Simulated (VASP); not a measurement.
# RbCd (Pm-3m) in VASP: further runs, part 3 of 3

VASP 6.6.1. Earlier steps stand in the parts before.

## Step 5: Relaxation of cell and atoms, PBE

This run uses another cell than the first one, of 47.34 Å³/atom.

File INCAR:

```
  ALGO = Fast
  EDIFF = 1E-7
  EDIFFG = -0.01
  ENCUT = 600
  GGA = PE
  IBRION = 2
  ISIF = 3
  ISMEAR = 0
  LASPH = T
  LCHARG = F
  LREAL = F
  LWAVE = F
  NELM = 100
  NSW = 100
  PREC = Accurate
  SIGMA = 0.1
```

File KPOINTS:

```
k-points
0
Gamma
  12 12 12
```

File POSCAR:

```
RbCd
1.0
    4.5577320833      0.0000000000      0.0000000000
    0.0000000000      4.5577320833      0.0000000000
    0.0000000000      0.0000000000      4.5577320833
Rb Cd
1 1
Direct
    0.0000000000      0.0000000000      0.0000000000
    0.5000000000      0.5000000000      0.5000000000
```

Potentials or basis: VASP PAW PBE potentials, release 64 (Rb_sv, Cd).

Command:

```console
$ cat potpaw_PBE.64/Rb_sv/POTCAR potpaw_PBE.64/Cd/POTCAR > POTCAR
$ mpirun -np 1 vasp_std > vasp.out
```

OUTCAR:

```text
EDIFF = 1E-7
   EDIFFG = -0.01
   ENCUT = 600
   GGA = PE
   IBRION = 2
   ISIF = 3
   ISMEAR = 0
   LASPH = T
   LREAL = F
   NELM = 100
   NSW = 100
   PREC = Accurate

 ion  position               nearest neighbor table
   1  0.000  0.000  0.000-   2 3.95   2 3.95   2 3.95   2 3.95   2 3.95   2 3.95   2 3.95   2 3.95

   2  0.500  0.500  0.500-   1 3.95   1 3.95   1 3.95   1 3.95   1 3.95   1 3.95   1 3.95   1 3.95

  LATTYP: Found a simple cubic cell.
 ALAT       =     4.5577320833

  Lattice vectors:

 A1 = (   4.5577320833,   0.0000000000,   0.0000000000)
 A2 = (   0.0000000000,   4.5577320833,   0.0000000000)
[... 590 lines left out ...]
     13       3.5464      0.00000
     14       4.2555      0.00000

 [... further k-points ...]
[... 5 lines left out ...]
  --------------------------------------------------------------------------------------
  -------------------------------------------------------------------------------------
  Total       -0.0113092     -0.0113092     -0.0113092      0.0000000     -0.0000000      0.0000000
  in kB       -0.1913795     -0.1913795     -0.1913795      0.0000000     -0.0000000      0.0000000
  external PRESSURE =      -0.1913795 kB  Pullay stress =       0.0000000 kB

 VOLUME and BASIS-vectors are now :
 -----------------------------------------------------------------------------
  energy-cutoff  :      600.00
  volume of cell :       94.68
      direct lattice vectors                 reciprocal lattice vectors
     4.557732083  0.000000000  0.000000000     0.219407368  0.000000000  0.000000000
     0.000000000  4.557732083  0.000000000     0.000000000  0.219407368  0.000000000
     0.000000000  0.000000000  4.557732083     0.000000000  0.000000000  0.219407368

 POSITION                                       TOTAL-FORCE (eV/Angst)
 -----------------------------------------------------------------------------------
      0.00000      0.00000      0.00000         0.000000      0.000000      0.000000
      2.27887      2.27887      2.27887         0.000000      0.000000      0.000000
 -----------------------------------------------------------------------------------
    total drift:                                0.000000      0.000000      0.000000

  FREE ENERGIE OF THE ION-ELECTRON SYSTEM (eV)
  ---------------------------------------------------
  free  energy   TOTEN  =        -1.6277180345 eV

  energy  without entropy=       -1.6191830474  energy(sigma->0) =       -1.62345054

 reached required accuracy - stopping structural energy minimisation
```

OSZICAR:

```text
N       E                     dE             d eps       ncg     rms          rms(c)
DAV:   1     0.140265487664E+03    0.14027E+03   -0.10072E+04  2352   0.142E+03
DAV:   2     0.635438191302E+01   -0.13391E+03   -0.13102E+03  2554   0.303E+02
DAV:   3    -0.136514358878E+01   -0.77195E+01   -0.76648E+01  2900   0.741E+01
DAV:   4    -0.163980049345E+01   -0.27466E+00   -0.27431E+00  3406   0.930E+00
DAV:   5    -0.164318782157E+01   -0.33873E-02   -0.33872E-02  2966   0.109E+00    0.228E+00
RMM:   6    -0.162642949772E+01    0.16758E-01   -0.64328E-02  2365   0.217E+00    0.135E+00
RMM:   7    -0.162702260822E+01   -0.59311E-03   -0.16337E-02  2454   0.787E-01    0.554E-01
RMM:   8    -0.162763336577E+01   -0.61076E-03   -0.30874E-03  2395   0.637E-01    0.100E-01
RMM:   9    -0.162771981355E+01   -0.86448E-04   -0.88847E-04  2569   0.249E-01    0.475E-02
RMM:  10    -0.162771492596E+01    0.48876E-05   -0.21673E-04  2441   0.149E-01    0.497E-03
RMM:  11    -0.162771740047E+01   -0.24745E-05   -0.28408E-05  3135   0.271E-02    0.384E-03
RMM:  12    -0.162771741669E+01   -0.16222E-07   -0.95620E-06  3240   0.155E-02    0.307E-03
RMM:  13    -0.162771783958E+01   -0.42289E-06   -0.30033E-06  3127   0.926E-03    0.339E-04
RMM:  14    -0.162771798129E+01   -0.14171E-06   -0.15664E-06  2498   0.500E-03    0.281E-04
RMM:  15    -0.162771803453E+01   -0.53237E-07   -0.55991E-07  2001   0.328E-03
   1 F= -.16277180E+01 E0= -.16234505E+01  d E =-.162772E+01
```

CONTCAR:

```text
RbCd
   1.00000000000000
     4.5577320833000003    0.0000000000000000    0.0000000000000000
     0.0000000000000000    4.5577320833000003    0.0000000000000000
     0.0000000000000000    0.0000000000000000    4.5577320833000003
  Rb              Cd
     1     1
Direct
     0.0000000000000000    0.0000000000000000    0.0000000000000000
     0.5000000000000000    0.5000000000000000    0.5000000000000000

  0.00000000E+00  0.00000000E+00  0.00000000E+00
  0.00000000E+00  0.00000000E+00  0.00000000E+00
```

It took 4 min on 1 thread of Oxide Virtual Turin-like, shared host; peak memory 0.28 GiB.

What came out:

```
Free energy             : -1.6277 eV
Pressure after relaxing : 0.0 GPa
Band gap on the k mesh  : zero (an odd number of electrons rules out a gap without spin polarisation)
```

Final structure:
```xyz
2
Lattice="4.5577 0.0000 0.0000 0.0000 4.5577 0.0000 0.0000 0.0000 4.5577" Properties=species:S:1:pos:R:3 pbc="T T T"
Rb    0.0000    0.0000    0.0000
Cd    2.2789    2.2789    2.2789
```

Caveat: the relaxation stopped at its first step, so nothing moved.

## Step 6: Relaxation of cell and atoms, PBE

File INCAR:

```
SYSTEM = RbCd
ALGO = Fast
EDIFF = 1E-6
EDIFFG = -0.01
ENCUT = 600
GGA = PE
IBRION = 2
ISIF = 3
ISMEAR = 0
LASPH = .TRUE.
LCHARG = .FALSE.
LREAL = .FALSE.
LWAVE = .FALSE.
NELM = 80
NSW = 100
PREC = Accurate
SIGMA = 0.1
```

File KPOINTS:

```
k-points
0
G
  12 12 12
  0 0 0
```

File POSCAR:

```
RbCd
1.0
    4.7473294900      0.0000000000      0.0000000000
    0.0000000000      4.7473294900      0.0000000000
    0.0000000000      0.0000000000      4.7473294900
Rb Cd
1 1
Direct
    0.0000000000      0.0000000000      0.0000000000
    0.5000000000      0.5000000000      0.5000000000
```

Potentials or basis: VASP PAW PBE potentials, release 64 (Rb_sv, Cd).

Command:

```console
$ cat potpaw_PBE.64/Rb_sv/POTCAR potpaw_PBE.64/Cd/POTCAR > POTCAR
$ mpirun -np 1 vasp_std > vasp.out
```

Run time: 9.3 min. Hardware: 1 thread of Oxide Virtual Turin-like, shared host; peak memory 0.34 GiB.

It converged, with:

| Item | Value |
| --- | --- |
| Free energy | -1.6296 eV |
| Relaxed volume | 47.05 Å³/atom |
| Relaxed cell | a = 4.549 Å, b = 4.549 Å, c = 4.549 Å, α = 90.00°, β = 90.00°, γ = 90.00° |
| Space group after relaxing (to 0.1 Å) | Pm-3m (No. 221) |
| Energy gained by relaxing | 14.7 meV/atom |
| Ionic steps | 3 |
| Pressure after relaxing | 0.0 GPa |
| Band gap on the k mesh | zero (an odd number of electrons rules out a gap without spin polarisation) |

Step by step:
| step | energy change (eV) | largest force (eV/Å) | pressure (GPa) | volume (Å³) |
| --- | --- | --- | --- | --- |
| 1 | 0.0000 | 0.0000 | -0.65 | 106.99 |
| 2 | -0.0126 | 0.0000 | -0.54 | 103.67 |
| 3 | -0.0293 | 0.0000 | 0.03 | 94.10 |

Final structure:
```cif
data_structure
_symmetry_space_group_name_H-M 'P 1'
_symmetry_Int_Tables_number 1
_cell_length_a 4.5485
_cell_length_b 4.5485
_cell_length_c 4.5485
_cell_angle_alpha 90.000
_cell_angle_beta 90.000
_cell_angle_gamma 90.000
_cell_volume 94.10
loop_
_atom_site_label
_atom_site_type_symbol
_atom_site_fract_x
_atom_site_fract_y
_atom_site_fract_z
_atom_site_occupancy
Rb1 Rb 0.00000 0.00000 0.00000 1
Cd1 Cd 0.50000 0.50000 0.50000 1
```

Levels at points of the mesh, in eV from the Fermi level:
| k point | band 8 | band 9 | band 10 | band 11 | band 12 | band 13 |
| --- | --- | --- | --- | --- | --- | --- |
| (0.00, 0.00, 0.00) | -8.89 | -8.89 | -4.67 | 2.53 | 2.53 | 3.10 |
| (0.50, 0.00, 0.00) | -8.89 | -8.88 | -3.41 | -1.31 | 2.68 | 2.68 |
| (0.50, 0.50, 0.00) | -8.91 | -8.85 | -3.00 | 0.28 | 0.28 | 1.89 |
| (0.50, 0.50, 0.50) | -8.85 | -8.85 | -1.94 | 0.09 | 0.09 | 0.09 |

## Step 7: The runs side by side

| task | level | cell | k mesh | cutoff (eV) | gap on the mesh (eV) | pressure (GPa) |
| --- | --- | --- | --- | --- | --- | --- |
| single point | PBE | a = 4.747 Å, 2 atoms | 4 × 4 × 4 | 520 | none | -0.9 |
| single point | PBE | a = 4.558 Å, 2 atoms | 12 × 12 × 12 | 520 | none | 0.0 |
| single point | r2SCAN | a = 4.558 Å, 2 atoms | 12 × 12 × 12 | 520 | none | -0.4 |
| relaxation of cell and atoms | PBE | relaxed from a = 4.558 Å, 2 atoms | 12 × 12 × 12 | 600 | none | 0.0 |
| relaxation of cell and atoms | PBE | relaxed from a = 4.747 Å, 2 atoms | 12 × 12 × 12 | 600 | none | 0.0 |

Alike in all rows: potentials or basis VASP PAW PBE potentials, release 64 (Rb_sv, Cd); no spin polarisation; smearing gaussian 0.1 eV.

Caveats: the PAW data sets were made with another functional, which shifts forces and pressure a little (at least some runs); the relaxation stopped at its first step, so nothing moved (at least some runs).

Absolute energies hang on the potentials; compare differences alone.
